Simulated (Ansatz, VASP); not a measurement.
**One calculation of Si2W, two programs**

```
Si W
1.0
     4.57969    0.00000    0.00000
    -2.28984    3.96613    0.00000
     0.00000    0.00000    6.60915
Si W
6 3
Direct
  0.83640 0.67281 0.50000
  0.16360 0.83640 0.83333
  0.67281 0.83640 0.16667
  0.16360 0.32719 0.50000
  0.83640 0.16360 0.83333
  0.32719 0.16360 0.16667
  0.00000 0.50000 0.16667
  0.50000 0.50000 0.83333
  0.50000 0.00000 0.50000
```

Alike in both runs: task single point; functional r2SCAN; k mesh 12 × 12 × 6; occupations gaussian, width 0.03 eV; no spin polarisation.

|  | VASP | Ansatz |
| --- | --- | --- |
| version | VASP 6.6.1 | Ansatz 0.2.0 |
| potentials or method | VASP PAW PBE potentials, release 64 (Si, W_sv), cutoff 520 eV | scalar-relativistic, plane waves, PAW |
| valence electrons in the cell | 66 | 66 |

```csv
,VASP,Ansatz,Ansatz less VASP
gap on the k mesh at the Fermi level (eV),0.13,0.12,-0.003
least direct gap on the mesh (eV),0.83,0.83,+0.001
pressure (GPa),0.3,0.0,-0.27
rms of the force components (eV/Å),0.005,0.001,-0.0039
```

VASP's potentials were made for PBE, not for r2SCAN. Atom by atom the forces differ by 0.004 eV/Å (rms over components). With one functional, cell and mesh, what is left measures potentials, basis and numerics.

Neither program's run includes spin-orbit coupling.
